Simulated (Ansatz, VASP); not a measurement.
# One calculation of SrTl3Ag, two programs

```
Sr Tl Ag
1.0
     5.55649    0.00000    0.00000
     0.00000    5.55649    0.00000
     0.00000    0.00000    5.55649
Sr Tl Ag
1 3 1
Direct
  0.00000 0.00000 0.00000
  0.00000 0.50000 0.50000
  0.50000 0.00000 0.50000
  0.50000 0.50000 0.00000
  0.50000 0.50000 0.50000
```

Change from the starting cell: species swapped into the RbCdF3 type (Pm-3m, No. 221).

Alike in both runs: task relaxation of cell and atoms; functional PBE; k mesh 8 × 8 × 8; occupations gaussian, width 0.1 eV; no spin polarisation.

|  | VASP | Ansatz |
| --- | --- | --- |
| version | VASP 6.6.1 | Ansatz 0.2.0 |
| potentials or method | VASP PAW PBE potentials, release 64 (Sr_sv, Tl_d, Ag), cutoff 600 eV | scalar-relativistic, plane waves, PAW |
| valence electrons in the cell | 60 | 68 |

VASP gave:

```
gap on the k mesh at the Fermi level, each at its own relaxed structure (eV)  : none
relaxed volume (Å³/atom)                                                      : 34.49
relaxed length of the cell vector where the two differ most in proportion (Å) : 5.566
```

Task: Estimate Ansatz's values.

Result: gap on the k mesh at the Fermi level, each at its own relaxed structure (eV): none; relaxed volume (Å³/atom): 34.54; relaxed length of the cell vector where the two differ most in proportion (Å): 5.569.

A gap of «none» marks a metal or a gap that the smearing closes. VASP's potentials hold 60 valence electrons a cell and Ansatz's 68, so a difference there can come from the potentials and not from the codes.

Spin-orbit coupling is off throughout.
